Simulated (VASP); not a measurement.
# TiC8 in VASP: further runs, part 2 of 2

VASP 6.6.1.

## Step 3: Relaxation of cell and atoms, PBE+D3(BJ)

This run uses another cell than the first one, of 9.33 Å³/atom, 1.066 times its volume.

INCAR

```
  PREC = Accurate
  ENCUT = 600
  EDIFF = 1E-6
  ISMEAR = 0
  SIGMA = 0.1
  LREAL = False
  LASPH = True
  NELM = 100
  ALGO = Normal
  ISIF = 3
  LWAVE = False
  LCHARG = False
  GGA = PE
  IVDW = 12
  IBRION = 2
  NSW = 90
  EDIFFG = -0.04
```

KPOINTS

```
regular mesh
0
Gamma
  6 6 4
```

POSCAR

```
TiC8
1.0
    4.9120360200      0.0000000000      0.0000000000
   -2.4560180100      4.2539479800      0.0000000000
    0.0000000000      0.0000000000      4.0204105200
Ti C
1 8
Direct
    0.0000000000      0.0000000000      0.5000000000
    0.3333333300      0.6666666700      0.0000000000
    0.3333333300      0.1666666700      0.0000000000
    0.8333333300      0.6666666700      0.0000000000
    0.8333333300      0.1666666700      0.0000000000
    0.1666666700      0.8333333300      0.0000000000
    0.1666666700      0.3333333300      0.0000000000
    0.6666666700      0.8333333300      0.0000000000
    0.6666666700      0.3333333300      0.0000000000
```

Potentials or basis: VASP PAW PBE potentials, release 64 (Ti_sv, C).

The run is started by

```console
$ cat potpaw_PBE.64/Ti_sv/POTCAR potpaw_PBE.64/C/POTCAR > POTCAR
$ mpirun -np 1 vasp_std > vasp.out
```

Wall time 4.2 min (1 thread of AMD EPYC 9R45 (Zen 5), shared host); peak memory 0.23 GiB.

The run converged. Its results:

```
Free energy                            : -81.8824 eV
Relaxed volume                         : 8.76 Å³/atom
Relaxed cell                           : a = 4.999 Å, b = 4.999 Å, c = 3.644 Å, α = 90.00°, β = 90.00°, γ = 120.00°
Space group after relaxing (to 0.05 Å) : P6/mmm (No. 191)
Energy gained by relaxing              : 62.9 meV/atom
Ionic steps                            : 8
Pressure after relaxing                : 0.1 GPa
Largest force after relaxing           : 0.004 eV/Å
Band gap on the k mesh                 : zero (band 22 reaches 8.08 eV, above the bottom of band 23 at 6.36 eV)
Dispersion energy per atom             : -0.191 eV
```

Forces on the atoms (eV/Å):
```
Ti   0.000  0.000  0.000
C    0.000  0.000  0.000
C    0.003  0.002  0.000
C    0.000 -0.004  0.000
C   -0.003  0.002  0.000
C    0.003 -0.002  0.000
C    0.000  0.004  0.000
C   -0.003 -0.002  0.000
C    0.000  0.000  0.000
```

Stress tensor (GPa, compression positive):
```
 0.39  0.00  0.00
 0.00  0.39  0.00
 0.00  0.00 -0.49
```

The path:
```csv
step,energy change (eV),largest force (eV/Å),pressure (GPa),volume (Å³)
1,0.0000,0.6201,5.30,84.01
2,0.0071,1.1567,-19.21,87.62
3,-0.2539,0.4312,-7.83,85.80
4,-0.4999,0.3088,-5.69,81.94
5,-0.5287,0.6145,-4.39,80.44
6,-0.4781,1.1451,8.21,76.31
7,-0.5656,0.0833,0.73,78.66
8,-0.5662,0.0035,0.10,78.86
```

Final structure:
```yaml
crystal:
  lattice:
    - [4.99924, 0.00000, 0.00000]
    - [-2.49962, 4.32947, 0.00000]
    - [0.00000, 0.00000, 3.64369]
  atoms:
    - { symbol: Ti, position: [0.00000, 0.00000, 0.50000] }
    - { symbol: C, position: [0.33333, 0.66667, 0.00000] }
    - { symbol: C, position: [0.33644, 0.16822, 0.00000] }
    - { symbol: C, position: [0.83178, 0.66356, 0.00000] }
    - { symbol: C, position: [0.83178, 0.16822, 0.00000] }
    - { symbol: C, position: [0.16822, 0.83178, 0.00000] }
    - { symbol: C, position: [0.16822, 0.33644, 0.00000] }
    - { symbol: C, position: [0.66356, 0.83178, 0.00000] }
    - { symbol: C, position: [0.66667, 0.33333, 0.00000] }
```

Levels at points of the mesh, in eV from the Fermi level:
```
           k point  band 18  band 19  band 20  band 21  band 22  band 23  band 24  band 25  band 26  band 27
(0.00, 0.00, 0.00)    -4.66    -4.66    -3.14    -0.94     0.16     0.16     0.32     0.32     0.88     2.87
(0.50, 0.00, 0.00)    -6.54    -5.72    -3.70    -0.61    -0.29     0.58     0.68     0.94     3.02     3.21
(0.00, 0.00, 0.50)    -4.57    -4.57    -4.13    -2.71    -2.71    -1.38     1.19     1.52     1.52     3.24
(0.50, 0.00, 0.50)    -6.48    -5.28    -5.22    -1.94     0.12     0.58     0.65     1.55     1.76     3.67
```

Caveat: the k points lie up to 0.43 Å⁻¹ apart in the final cell; pairwise dispersion overbinds metals, which lowers pressure and volume.

## Step 4: Single point, PBE+D3(BJ)

INCAR

```
SYSTEM = TiC8
  PREC = Accurate
  ENCUT = 520
  EDIFF = 1E-7
  ISMEAR = 0
  SIGMA = 0.2
  LREAL = .False.
  LASPH = .True.
  NELM = 100
  ALGO = Normal
  ISIF = 2
  LWAVE = .False.
  LCHARG = .False.
  GGA = PE
  IVDW = 12
  NBANDS = 32
```

KPOINTS

```
regular mesh
0
Gamma
  6 6 6
  0 0 0
```

POSCAR

```
TiC8
1.0
    0.0006936425      0.0010374499      3.6388011524
    5.0020838438     -0.0002301559      0.0009323513
   -2.5012426134      4.3319997881      0.0007477481
Ti C
1 8
Direct
    0.4999968055      1.0000050976      0.0000080718
   -0.0000140485      0.3333272726      0.6666661465
   -0.0000854296      0.3365792343      0.1682901381
    0.0001009258      0.8317074832      0.6634199282
    0.0000194059      0.8317075509      0.1682864606
   -0.0000058046      0.1682887473      0.8317088249
   -0.0001040762      0.1682925409      0.3365792639
    0.0000725487      0.6634203623      0.8317074466
    0.0000196731      0.6666717109      0.3333337192
```

The run is started by

```console
$ cat potpaw_PBE.64/Ti_sv/POTCAR potpaw_PBE.64/C/POTCAR > POTCAR
$ mpirun -np 1 vasp_std > vasp.out
```

It took 3.6 min on 1 thread of AMD EPYC 9R45 (Zen 5), shared host; peak memory 0.33 GiB.

It converged, with:

| Quantity | Value |
| --- | --- |
| Free energy | -81.8602 eV |
| Pressure | 0.3 GPa |
| Largest force | 0.014 eV/Å |
| Band gap on the k mesh | zero (band 22 reaches 8.10 eV, above the bottom of band 23 at 6.37 eV) |
| Dispersion energy per atom | -0.191 eV |

Forces in eV/Å, atoms in the order of the input:
```
Ti   0.000  0.000  0.000
C    0.000  0.000  0.000
C    0.012  0.007  0.000
C    0.000 -0.014  0.000
C   -0.012  0.007  0.000
C    0.012 -0.007  0.000
C    0.000  0.013  0.000
C   -0.012 -0.007  0.000
C    0.000 -0.001  0.000
```

Stress tensor (GPa, compression positive):
```
 0.46  0.04 -0.01
 0.04  0.47 -0.02
-0.01 -0.02  0.08
```

Levels at points of the mesh, in eV from the Fermi level:
| k point | band 18 | band 19 | band 20 | band 21 | band 22 | band 23 | band 24 | band 25 | band 26 | band 27 |
| --- | --- | --- | --- | --- | --- | --- | --- | --- | --- | --- |
| (0.00, 0.00, 0.00) | -4.62 | -4.62 | -3.12 | -0.90 | 0.21 | 0.21 | 0.37 | 0.37 | 0.91 | 2.92 |
| (0.50, 0.00, 0.00) | -4.53 | -4.53 | -4.11 | -2.67 | -2.67 | -1.34 | 1.22 | 1.57 | 1.57 | 3.29 |
| (0.00, 0.50, 0.00) | -6.51 | -5.66 | -3.66 | -0.58 | -0.25 | 0.63 | 0.73 | 0.99 | 3.07 | 3.27 |
| (0.50, 0.50, 0.00) | -6.45 | -5.23 | -5.19 | -1.90 | 0.17 | 0.62 | 0.68 | 1.61 | 1.82 | 3.72 |
| (0.00, 0.00, 0.50) | -6.51 | -5.66 | -3.66 | -0.58 | -0.25 | 0.63 | 0.73 | 0.99 | 3.07 | 3.27 |
| (0.50, 0.00, 0.50) | -6.45 | -5.23 | -5.19 | -1.90 | 0.17 | 0.62 | 0.68 | 1.61 | 1.82 | 3.72 |
| (0.00, 0.50, 0.50) | -6.51 | -5.66 | -3.66 | -0.58 | -0.25 | 0.63 | 0.73 | 0.99 | 3.07 | 3.27 |
| (0.50, 0.50, 0.50) | -6.44 | -5.23 | -5.19 | -1.90 | 0.17 | 0.62 | 0.68 | 1.61 | 1.82 | 3.72 |

Caveat: pairwise dispersion overbinds metals, which lowers pressure and volume.

## Step 5: Relaxation of cell and atoms, PBE+D3(BJ)

INCAR

```
PREC = Accurate
ENCUT = 600
EDIFF = 1E-7
ISMEAR = 0
SIGMA = 0.1
LREAL = F
LASPH = T
NELM = 60
ALGO = Normal
ISIF = 3
LWAVE = F
LCHARG = F
GGA = PE
IVDW = 12
IBRION = 2
NSW = 90
EDIFFG = -0.04
```

KPOINTS

```
regular mesh
0
Gamma
  6 6 6
```

POSCAR

```
TiC8
1.0
    5.0008348246      0.0000000000      0.0000000000
   -2.5004174123      4.3308499982      0.0000000000
    0.0000000000      0.0000000000      3.6365816575
Ti C
1 8
Direct
    0.0000000000      0.0000000000      0.5000000000
    0.3333333333      0.6666666667      0.0000000000
    0.3364462903      0.1682231452      0.0000000000
    0.8317768548      0.6635537097      0.0000000000
    0.8317768548      0.1682231452      0.0000000000
    0.1682231452      0.8317768548      0.0000000000
    0.1682231452      0.3364462903      0.0000000000
    0.6635537097      0.8317768548      0.0000000000
    0.6666666667      0.3333333333      0.0000000000
```

The run is started by

```console
$ cat potpaw_PBE.64/Ti_sv/POTCAR potpaw_PBE.64/C/POTCAR > POTCAR
$ mpirun -np 1 vasp_std > vasp.out
```

Run time: 2.2 min. Hardware: 1 thread of AMD EPYC 9R45 (Zen 5), shared host; peak memory 0.23 GiB.

It converged, with:

- Free energy: -81.8526 eV
- Relaxed volume: 8.75 Å³/atom
- Relaxed cell: a = 5.002 Å, b = 5.002 Å, c = 3.636 Å, α = 90.00°, β = 90.00°, γ = 120.00°
- Space group after relaxing (to 0.05 Å): P6/mmm (No. 191)
- Energy gained by relaxing: 0.0 meV/atom
- Ionic steps: 3
- Pressure after relaxing: 0.0 GPa
- Largest force after relaxing: 0.003 eV/Å
- Band gap on the k mesh: zero (band 22 reaches 8.10 eV, above the bottom of band 23 at 6.38 eV)
- Dispersion energy per atom: -0.191 eV

Forces on the atoms (eV/Å):
```
Ti   0.000  0.000  0.000
C    0.000  0.000  0.000
C   -0.003 -0.002  0.000
C    0.000  0.003  0.000
C    0.003 -0.002  0.000
C   -0.003  0.002  0.000
C    0.000 -0.003  0.000
C    0.003  0.002  0.000
C    0.000  0.000  0.000
```

Stress tensor (GPa, compression positive):
```
 0.05  0.00  0.00
 0.00  0.05  0.00
 0.00  0.00 -0.18
```

The path:
```
step  energy change (eV)  largest force (eV/Å)  pressure (GPa)  volume (Å³)
   1              0.0000                0.0559            0.14        78.76
   2              0.0006                0.1276           -0.36        78.85
   3             -0.0002                0.0033           -0.03        78.79
```

Final structure:
```
CELL_PARAMETERS angstrom
5.00195 0.00000 0.00000
-2.50098 4.33182 0.00000
0.00000 0.00000 3.63626
ATOMIC_POSITIONS crystal
Ti 0.00000 0.00000 0.50000
C 0.33333 0.66667 0.00000
C 0.33665 0.16832 0.00000
C 0.83168 0.66335 0.00000
C 0.83168 0.16832 0.00000
C 0.16832 0.83168 0.00000
C 0.16832 0.33665 0.00000
C 0.66335 0.83168 0.00000
C 0.66667 0.33333 0.00000
```

Levels at points of the mesh, in eV from the Fermi level:
| k point | band 18 | band 19 | band 20 | band 21 | band 22 | band 23 | band 24 | band 25 | band 26 | band 27 |
| --- | --- | --- | --- | --- | --- | --- | --- | --- | --- | --- |
| (0.00, 0.00, 0.00) | -4.65 | -4.65 | -3.15 | -0.93 | 0.18 | 0.18 | 0.34 | 0.34 | 0.89 | 2.90 |
| (0.50, 0.00, 0.00) | -6.54 | -5.69 | -3.68 | -0.61 | -0.28 | 0.60 | 0.70 | 0.96 | 3.05 | 3.24 |
| (0.00, 0.00, 0.50) | -4.56 | -4.56 | -4.14 | -2.71 | -2.71 | -1.36 | 1.19 | 1.54 | 1.54 | 3.27 |
| (0.50, 0.00, 0.50) | -6.48 | -5.26 | -5.22 | -1.93 | 0.14 | 0.59 | 0.65 | 1.58 | 1.80 | 3.69 |

Caveat: pairwise dispersion overbinds metals, which lowers pressure and volume.

## Step 6: The runs side by side

| task | cell | k mesh | cutoff (eV) | smearing | gap on the mesh (eV) | pressure (GPa) | relaxed volume (Å³/atom) |
| --- | --- | --- | --- | --- | --- | --- | --- |
| single point | a = 3.638, b = 5.001, c = 5.001 Å, angles 120.0, 90.0, 90.0°, 9 atoms | 6 × 6 × 6 | 520 | gaussian 0.2 eV | none | 0.5 | - |
| relaxation of cell and atoms | relaxed from a = 4.912, b = 4.912, c = 4.020 Å, angles 90.0, 90.0, 120.0°, 9 atoms | 6 × 6 × 4 | 600 | gaussian 0.1 eV | none | 0.1 | 8.76 |
| single point | a = 3.639, b = 5.002, c = 5.002 Å, angles 120.0, 90.0, 90.0°, 9 atoms | 6 × 6 × 6 | 520 | gaussian 0.2 eV | none | 0.3 | - |
| relaxation of cell and atoms | relaxed from a = 5.001, b = 5.001, c = 3.637 Å, angles 90.0, 90.0, 120.0°, 9 atoms | 6 × 6 × 6 | 600 | gaussian 0.1 eV | none | 0.0 | 8.75 |

Alike in all rows: level PBE+D3(BJ); potentials or basis VASP PAW PBE potentials, release 64 (Ti_sv, C); no spin polarisation.

Caveats: some runs use coarse meshes; pairwise dispersion overbinds metals, which lowers pressure and volume.

Total energies depend on the potentials used, so only differences within one code and one set of settings carry meaning.
